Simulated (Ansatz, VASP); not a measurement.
# CdS in VASP and in Ansatz

POSCAR

```
CdS
1.0
    0.0000000000      2.8970566667      2.9557790190
    2.8970566667      0.0000000000      2.9557790190
    2.8970566667      2.8970566667      0.0000000000
Cd S
1 1
Direct
    0.0000000000      0.0000000000      0.0000000000
    0.2500000000      0.2500000000      0.2500000000
```

INCAR.step1

```
SYSTEM = CdS
PREC = Accurate ; ENCUT = 520
ISMEAR = -1 ; SIGMA = 0.02
LREAL = .False. ; LASPH = .True.
NELM = 100 ; NBANDS = 16
GGA = PE ; ALGO = Normal
EDIFF = 1E-4 ; LWAVE = .True.
LCHARG = .False.
```

The input INCAR.step2:

```
SYSTEM = CdS
PREC = Accurate ; ENCUT = 520
EDIFF = 1E-6 ; ISMEAR = -1
SIGMA = 0.02 ; LREAL = .False.
LASPH = .True. ; NELM = 100
ALGO = Normal ; ISIF = 2
LWAVE = .False. ; LCHARG = .True.
METAGGA = R2SCAN ; LMIXTAU = .True.
LELF = .True. ; LVHAR = .True.
NBANDS = 16 ; ISTART = 1
```

File KPOINTS:

```
Automatic mesh
0
Gamma
  6 6 6
  0 0 0
```

Input for Ansatz:

```yaml
crystal:
  lattice:
    - [0.0, 2.897056666666667, 2.9557790189631103]
    - [2.897056666666667, 0.0, 2.9557790189631103]
    - [2.897056666666667, 2.897056666666667, 0.0]
  atoms:
    - { symbol: Cd, position: [0.0, 0.0, 0.0] }
    - { symbol: S, position: [0.25, 0.25, 0.25] }
basis:
  ecutwfc: 550.0
kpoints:
  mp_grid:
    grid: [6, 6, 6]
hamiltonian:
  xc: r2scan
  pseudopotentials:
    kind: paw
scf:
  occupations:
    method: fermi_dirac
    width: 0.02
output:
  stress: true
```

Alike in both runs: task single point; functional r2SCAN; k mesh 6 × 6 × 6; occupations fermi-dirac, width 0.02 eV; no spin polarisation.

```csv
,VASP,Ansatz
version,VASP 6.6.1,Ansatz 0.2.0
potentials or method,"VASP PAW PBE potentials, release 64 (Cd, S), cutoff 520 eV","plane waves, PAW"
valence electrons in the cell,18,26
```

Ansatz gave:

- pressure (GPa): 1.5
- traceless stress, the component that is largest in VASP (GPa): -0.24

Problem. Estimate VASP's values.

Solution. Pressure (GPa): 1.8; traceless stress, the component that is largest in VASP (GPa): -0.23.

VASP's potentials were made for PBE, not for r2SCAN. VASP's potentials hold 18 valence electrons a cell and Ansatz's 26, so a difference there can come from the potentials and not from the codes.
